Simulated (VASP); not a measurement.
# PbS (Pm-3m) in VASP: single point with HSE06

Aim: the single point of PbS with HSE06.

Everything below comes from runs of VASP 6.6.1. Logs are shortened: lines on timing, memory, paths and dates and some standing lists are left out, and cuts for length are marked.

### 1 The cell of the first run

It takes space group Pm-3m (No. 221, cubic). The conventional cell has a = 3.604 Å, b = 3.604 Å, c = 3.604 Å, α = 90.00°, β = 90.00°, γ = 90.00°. Pb (site symmetry m-3m) has 8 S at 3.12 Å and 6 Pb at 3.60 Å within 4.1 Å. Within 4.1 Å of S (site symmetry m-3m) lie 8 Pb at 3.12 Å and 6 S at 3.60 Å.

### 2 Single point, HSE06

File POSCAR:

```
PbS
1.0
    3.6037974093      0.0000000000      0.0000000000
    0.0000000000      3.6037974093      0.0000000000
    0.0000000000      0.0000000000      3.6037974093
Pb S
1 1
Direct
    0.0000000000      0.0000000000      0.0000000000
    0.5000000000      0.5000000000      0.5000000000
```

File INCAR.step1:

```
PREC     = Accurate       # precision mode
ENCUT    = 520            # plane-wave cutoff, eV
EDIFF    = 1E-5           # SCF threshold, eV
ISMEAR   = -1             # smearing method
SIGMA    = 0.02           # smearing width, eV
LREAL    = F              # projectors in reciprocal space
LASPH    = T              # aspherical terms in the spheres
NELM     = 80             # most SCF steps
ALGO     = Normal         # electronic algorithm
ISIF     = 2              # what is computed and relaxed
LWAVE    = T              # write WAVECAR
NBANDS   = 17             # bands
GGA      = PE             # functional
```

File INCAR.step2:

```
PREC     = Accurate       # precision mode
ENCUT    = 520            # plane-wave cutoff, eV
EDIFF    = 1E-6           # SCF threshold, eV
ISMEAR   = -1             # smearing method
SIGMA    = 0.02           # smearing width, eV
LREAL    = F              # projectors in reciprocal space
LASPH    = T              # aspherical terms in the spheres
NELM     = 80             # most SCF steps
ALGO     = Normal         # electronic algorithm
ISIF     = 2              # what is computed and relaxed
LWAVE    = F              # write WAVECAR
LCHARG   = T              # write CHGCAR
GGA      = PE             # functional
LHFCALC  = T              # exact exchange
HFSCREEN = 0.2079         # screening, 1/A
PRECFOCK = Normal       
LELF     = T              # ELF
LVHAR    = T            
NBANDS   = 17             # bands
ISTART   = 1
```

File KPOINTS:

```
Automatic mesh
0
Gamma
  4 4 4
```

Potentials or basis: VASP PAW PBE potentials, release 64 (Pb_d, S).

The run is started by

```
$ cat potpaw_PBE.64/Pb_d/POTCAR potpaw_PBE.64/S/POTCAR > POTCAR
$ cp INCAR.step1 INCAR
$ mpirun -np 1 vasp_std > vasp.out
$ cp INCAR.step2 INCAR
$ mpirun -np 1 vasp_std > vasp.out
```

OUTCAR:

```text
PREC = Accurate
   ENCUT = 520
   EDIFF = 1E-6
   ISMEAR = -1
   LREAL = F
   LASPH = T
   NELM = 80
   ISIF = 2
   GGA = PE
   LHFCALC = T
   HFSCREEN = 0.2079
   PRECFOCK = Normal
   ISTART = 1

 ion  position               nearest neighbor table
   1  0.000  0.000  0.000-   2 3.12   2 3.12   2 3.12   2 3.12   2 3.12   2 3.12   2 3.12   2 3.12

   2  0.500  0.500  0.500-   1 3.12   1 3.12   1 3.12   1 3.12   1 3.12   1 3.12   1 3.12   1 3.12

  LATTYP: Found a simple cubic cell.
 ALAT       =     3.6037974093

  Lattice vectors:

 A1 = (   3.6037974093,   0.0000000000,   0.0000000000)
 A2 = (   0.0000000000,   3.6037974093,   0.0000000000)
 A3 = (   0.0000000000,   0.0000000000,   3.6037974093)

Analysis of symmetry for initial positions (statically):
=====================================================================
 Subroutine PRICEL returns:
 Original cell was already a primitive cell.

 Routine SETGRP: Setting up the symmetry group for a
 simple cubic supercell.

 Subroutine GETGRP returns: Found 48 space group operations
 (whereof 48 operations were pure point group operations)
 out of a pool of 48 trial point group operations.

The static configuration has the point symmetry O_h .

Analysis of symmetry for dynamics (positions and initial velocities):
=====================================================================
 Subroutine PRICEL returns:
 Original cell was already a primitive cell.

 Routine SETGRP: Setting up the symmetry group for a
 simple cubic supercell.

 Subroutine GETGRP returns: Found 48 space group operations
 (whereof 48 operations were pure point group operations)
 out of a pool of 48 trial point group operations.

The dynamic configuration has the point symmetry O_h .

 Subroutine INISYM returns: Found 48 space group operations
 (whereof 48 operations are pure point group operations),
 and found     1 'primitive' translations

----------------------------------------------------------------------------------------

                                     Primitive cell

  volume of cell :      46.8038

  direct lattice vectors                    reciprocal lattice vectors
     3.603797409  0.000000000  0.000000000     0.277485077  0.000000000  0.000000000
     0.000000000  3.603797409  0.000000000     0.000000000  0.277485077  0.000000000
     0.000000000  0.000000000  3.603797409     0.000000000  0.000000000  0.277485077

  length of vectors
     3.603797409  3.603797409  3.603797409     0.277485077  0.277485077  0.277485077

  position of ions in fractional coordinates (direct lattice)
     0.000000000  0.000000000  0.000000000
     0.500000000  0.500000000  0.500000000

  ion indices of the primitive-cell ions
   primitive index   ion index
                 1           1
                 2           2

----------------------------------------------------------------------------------------

 KPOINTS: Automatic mesh

Automatic generation of k-mesh.
 Grid dimensions read from file:
 generate k-points for:    4    4    4

 Generating k-lattice:

  Cartesian coordinates                     Fractional coordinates (reciprocal lattice)
     0.069371269  0.000000000  0.000000000     0.250000000  0.000000000  0.000000000
     0.000000000  0.069371269  0.000000000     0.000000000  0.250000000  0.000000000
     0.000000000  0.000000000  0.069371269     0.000000000  0.000000000  0.250000000

  Length of vectors
     0.069371269  0.069371269  0.069371269

  Shift w.r.t. Gamma in fractional coordinates (k-lattice)
     0.000000000  0.000000000  0.000000000

 Subroutine IBZKPT returns following result:
 ===========================================

 Found     10 irreducible k-points:

 Following reciprocal coordinates:
            Coordinates               Weight
  0.000000  0.000000  0.000000      1.000000
  0.250000  0.000000  0.000000      6.000000
  0.500000  0.000000  0.000000      3.000000
  0.250000  0.250000  0.000000     12.000000
  0.500000  0.250000  0.000000     12.000000
  0.500000  0.500000  0.000000      3.000000
  0.250000  0.250000  0.250000      8.000000
  0.500000  0.250000  0.250000     12.000000
  0.500000  0.500000  0.250000      6.000000
  0.500000  0.500000  0.500000      1.000000
   k-points           NKPTS =     10   k-points in BZ     NKDIM =     64   number of bands    NBANDS=     17
   number of dos      NEDOS =    301   number of ions     NIONS =      2
   total plane-waves  NPLWV =  21952
   dimension x,y,z NGX =    28 NGY =   28 NGZ =   28
   dimension x,y,z NGXF=    56 NGYF=   56 NGZF=   56
   ions per type =               1   1
   NGX,Y,Z   is equivalent  to a cutoff of  12.92, 12.92, 12.92 a.u.
   NGXF,Y,Z  is equivalent  to a cutoff of  25.83, 25.83, 25.83 a.u.
 SYSTEM =  unknown system
   PREC   = accura    normal or accurate (medium, high low for compatibility)
   ISTART =      1    job   : 0-new  1-cont  2-samecut
   ICHARG =      0    charge: 1-file 2-atom 10-const
   ISPIN  =      1    spin polarized calculation?
   LNONCOLLINEAR =      F non collinear calculations
   LSORBIT =      F    spin-orbit coupling
   LASPH  =      T    aspherical Exc in radial PAW
   ENCUT  =  520.0 eV  38.22 Ry    6.18 a.u.   6.70  6.70  6.70*2*pi/ulx,y,z
   NELM   =     80;   NELMIN=  2; NELMDL=  0     # of ELM steps
   EDIFF  = 0.1E-05   stopping-criterion for ELM
   LREAL  =      F    real-space projection
   EDIFFG = 0.1E-04   stopping-criterion for IOM
   NSW    =      0    number of steps for IOM
   IBRION =     -1    ionic relax: 0-MD 1-quasi-New 2-CG
   NFREE  =      0    steps in history (QN), initial steepest desc. (CG)
   ISIF   =      2    stress and relaxation
   ISYM   =      3    0-nonsym 1-usesym 2-fastsym
   POTIM  = 0.5000    time-step for ionic-motion
   TEBEG  =    0.0;   TEEND  =   0.0 temperature during run
   PSTRESS=    0.0 pullay stress
   NELECT =      20.0000    total number of electrons
   NUPDOWN=      -1.0000    fix difference up-down
   EMIN   =  10.00;   EMAX   =-10.00  energy-range for DOS
   EFERMI =   0.00;   METHOD = LEGACY
   ISMEAR =    -1;   SIGMA  =   0.02  broadening in eV -4-tet -1-fermi 0-gaus
   EFERMI_NEDOS =   21; number of points for ismear=-14 and -15
   IALGO  =     38    algorithm
   IMIX   =      1    mixing-type and parameters
     AMIX     =   0.40;   BMIX     =  1.00
     AMIX_MAG =   1.60;   BMIX_MAG =  1.00
  volume/ion in A,a.u.               =      23.40       157.92
  Fermi-wavevector in a.u.,A,eV,Ry     =   1.233080  2.330183 20.687460  1.520485
  Thomas-Fermi vector in A             =   2.367824
   LORBIT       =      0    0 simple, 1 ext, 2 COOP (PROOUT), +10 PAW based schemes
   GGA     = PE    functional components
   LHFCALC =     T    Hartree Fock is set to
   PRECFOCK=normal    Normal, Fast or Accurate (Low or Medium for compatibility)
   ENCUT4O =  -1.0   cutoff for four orbital integrals eV
   NKREDX  =     1    reduce k-point grid by
   NKREDY  =     1    reduce k-point grid by
   NKREDZ  =     1    reduce k-point grid by
   AEXX    =    0.2500 exact exchange contribution
   HFSCREEN=    0.2079 screening length (either q_TF or 0.3 A-1)
   HFSCREENC=   0.2079 screening length for correlation (either q_TF or 0.3 A-1)
   ENCUTFOCK=  -1.0 apply spherical cutoff to Coloumb kernel
   IVDW    =     0    specifies the selected vdW correction
   LEPSILON=     F    determine dielectric tensor
   LRPA    =     F    only Hartree local field effects (RPA)
 non-spin polarized calculation
  energy-cutoff  :      520.00
  volume of cell :       46.80
 maximum number of plane-waves:      1328
 NGX is ok and might be reduce to    28
  NGX = 24; NGY = 24; NGZ = 24

 number of electron      19.9999997 magnetization

 Free energy of the ion-electron system (eV)
  ---------------------------------------------------
  ext. energy  EPLUGINS =         0.00000000
  ---------------------------------------------------
  free energy    TOTEN  =        -9.78535024 eV

  energy without entropy =       -9.78534782  energy(sigma->0) =       -9.78534903

 E-fermi :   6.1626     XC(G=0):  -8.5824

 val. band max:        5.9681259891   @ k =   0.5000   0.5000   0.5000
 cond. band min:       6.3569906428   @ k =   0.5000   0.0000   0.0000
 fundamental gap:      0.3888646537
 Fermi energy:         6.1626428342

 k-point     1 :       0.0000    0.0000    0.0000
  band No.  band energies     occupation
      1     -12.4487      2.00000
      2     -12.4487      2.00000
      3     -12.2153      2.00000
      4     -12.2153      2.00000
      5     -12.2153      2.00000
      6      -8.6631      2.00000
[... 9 lines left out ...]
     16      20.3292      0.00000
     17      20.3292      0.00000

 k-point     2 :       0.2500    0.0000    0.0000
  band No.  band energies     occupation
      1     -12.4427      2.00000
      2     -12.3594      2.00000
      3     -12.2510      2.00000
      4     -12.2510      2.00000
      5     -12.2119      2.00000
      6      -8.0836      2.00000
[... 9 lines left out ...]
     16      18.5683      0.00000
     17      20.3089      0.00000

 k-point     3 :       0.5000    0.0000    0.0000
  band No.  band energies     occupation
      1     -12.4366      2.00000
      2     -12.2861      2.00000
      3     -12.2861      2.00000
      4     -12.2714      2.00000
      5     -12.2084      2.00000
      6      -7.1767      2.00000
[... 9 lines left out ...]
     16      20.2778      0.00000
     17      21.7068      0.00000

 k-point     4 :       0.2500    0.2500    0.0000
  band No.  band energies     occupation
      1     -12.3976      2.00000
      2     -12.3088      2.00000
      3     -12.3050      2.00000
      4     -12.2477      2.00000
      5     -12.2429      2.00000
      6      -7.5330      2.00000
[... 9 lines left out ...]
     16      17.6776      0.00000
     17      17.7698      0.00000
[... 63 lines left out ...]
      1     -12.3569      2.00000
      2     -12.3275      2.00000
      3     -12.2955      2.00000
      4     -12.2808      2.00000
      5     -12.2028      2.00000
      6      -6.4461      2.00000
[... 9 lines left out ...]
     16      17.9425      0.00000
     17      21.3447      0.00000

 k-point     9 :       0.5000    0.5000    0.2500
  band No.  band energies     occupation
      1     -12.4035      2.00000
      2     -12.3206      2.00000
      3     -12.3206      2.00000
      4     -12.2478      2.00000
      5     -12.1459      2.00000
      6      -6.1054      2.00000
[... 9 lines left out ...]
     16      19.5310      0.00000
     17      22.5871      0.00000

 k-point    10 :       0.5000    0.5000    0.5000
  band No.  band energies     occupation
      1     -12.3698      2.00000
      2     -12.3698      2.00000
      3     -12.3698      2.00000
      4     -12.1438      2.00000
      5     -12.1438      2.00000
      6      -5.9653      2.00000
[... 9 lines left out ...]
     16      21.6573      0.00000
     17      24.3096      0.00000

------------------------ aborting loop because EDIFF is reached ----------------------------------------

  FORCE on cell =-STRESS in cart. coord.  units (eV):
  Direction    XX          YY          ZZ          XY          YZ          ZX
  --------------------------------------------------------------------------------------
  -------------------------------------------------------------------------------------
  Total       -0.0471610     -0.0471610     -0.0471610     -0.0000000     -0.0000000      0.0000000
  in kB       -1.6144038     -1.6144038     -1.6144038     -0.0000000     -0.0000000      0.0000000
  external PRESSURE =      -1.6144038 kB  Pullay stress =       0.0000000 kB

 VOLUME and BASIS-vectors are now :
 -----------------------------------------------------------------------------
  energy-cutoff  :      520.00
  volume of cell :       46.80
      direct lattice vectors                 reciprocal lattice vectors
     3.603797409  0.000000000  0.000000000     0.277485077  0.000000000  0.000000000
     0.000000000  3.603797409  0.000000000     0.000000000  0.277485077  0.000000000
     0.000000000  0.000000000  3.603797409     0.000000000  0.000000000  0.277485077

 POSITION                                       TOTAL-FORCE (eV/Angst)
 -----------------------------------------------------------------------------------
      0.00000      0.00000      0.00000         0.000000      0.000000      0.000000
      1.80190      1.80190      1.80190         0.000000      0.000000      0.000000
 -----------------------------------------------------------------------------------
    total drift:                                0.000001     -0.000000      0.000002

  FREE ENERGIE OF THE ION-ELECTRON SYSTEM (eV)
  ---------------------------------------------------
  free  energy   TOTEN  =        -9.7853502424 eV

  energy  without entropy=       -9.7853478151  energy(sigma->0) =       -9.78534903
```

Wall time 20 min (1 thread of Intel Xeon 8259CL, shared host); peak memory 0.28 GiB.

Results:

* Free energy: -9.7854 eV
* Pressure: -0.2 GPa
* Band gap on the k mesh: zero (bands 10 and 11 overlap by 0.39 eV)

Levels at points of the mesh, in eV from the Fermi level:
```tsv
k point	band 7	band 8	band 9	band 10	band 11	band 12	band 13	band 14
(0.00, 0.00, 0.00)	-6.94	-1.92	-1.92	-1.92	6.20	6.20	7.92	7.92
(0.50, 0.00, 0.00)	-9.93	-0.62	-0.62	0.19	0.94	4.79	4.79	7.50
(0.50, 0.50, 0.00)	-7.66	-5.16	-5.16	-0.39	5.26	5.26	7.17	8.17
(0.50, 0.50, 0.50)	-6.06	-2.83	-2.83	-2.83	-0.19	-0.19	-0.19	15.49
```

Caveat: the k points lie up to 0.44 Å⁻¹ apart; the structure was generated, so it needn't be the stable form of PbS; the PAW data sets were made with another functional, which shifts forces and pressure a little; spin-orbit coupling is left out, which moves the levels of the heavy elements.

The gap in the log of VASP goes by the Fermi energy; the results here count the filled bands.